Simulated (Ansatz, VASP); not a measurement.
Two plane-wave programs on BeS

The input INCAR:

```
SYSTEM = BeS
PREC     = Accurate       ! precision mode
ENCUT    = 600            ! plane-wave cutoff, eV
EDIFF    = 1E-6           ! SCF threshold, eV
ISMEAR   = 0              ! smearing method
SIGMA    = 0.05           ! smearing width, eV
LREAL    = .False.        ! projectors in reciprocal space
LASPH    = .True.         ! aspherical terms in the spheres
NELM     = 120            ! most SCF steps
ALGO     = Normal         ! electronic algorithm
ISIF     = 2              ! what is computed and relaxed
LWAVE    = .False.        ! write WAVECAR
LCHARG   = .False.        ! write CHGCAR
GGA      = RE             ! functional
NBANDS   = 11             ! bands
GGA_COMPAT= .False.
```

Contents of KPOINTS:

```
regular mesh
0
Gamma
  8 8 8
  0 0 0
```

The input POSCAR:

```
BeS
1.0
    0.0000000000      2.4544004248      2.4544004248
    2.4544004248      0.0000000000      2.4544004248
    2.4544004248      2.4544004248      0.0000000000
Be S
1 1
Direct
    0.0000000000      0.0000000000      0.0000000000
    0.7500000000      0.7500000000      0.7500000000
```

Input for Ansatz:

```yaml
crystal:
  lattice:
    - [0.0, 2.4544004248, 2.4544004248]
    - [2.4544004248, 0.0, 2.4544004248]
    - [2.4544004248, 2.4544004248, 0.0]
  atoms:
    - { symbol: Be, position: [0.0, 0.0, 0.0] }
    - { symbol: S, position: [0.75, 0.75, 0.75] }
basis:
  ecutwfc: 420
  ecutrho_ratio: 4
kpoints:
  mp_grid: { grid: [8, 8, 8] }
hamiltonian:
  xc: revpbe
scf:
  occupations: { method: gaussian, width: 0.05 }
output:
  forces: true
  stress: true
  eigenvalues: true
```

Alike in both runs: task single point; functional revPBE; k mesh 8 × 8 × 8; occupations gaussian, width 0.05 eV; no spin polarisation.

```csv
,VASP,Ansatz
version,VASP 6.6.1,Ansatz 0.2.0
potentials or method,"VASP PAW PBE potentials, release 64 (Be, S), cutoff 600 eV","scalar-relativistic, plane waves, PAW"
valence electrons in the cell,8,8
```

Ansatz gave:

| Quantity | Value |
| --- | --- |
| gap on the k mesh at the Fermi level (eV) | 3.28 |
| least direct gap on the mesh (eV) | 5.70 |
| pressure (GPa) | 0.0 |

Question: Estimate VASP's values.

Answer: gap on the k mesh at the Fermi level (eV): 3.27; least direct gap on the mesh (eV): 5.69; pressure (GPa): 0.0.

VASP's potentials were made for PBE, not for revPBE. The functional is the same, so the differences come from potentials, cutoffs and numerics.
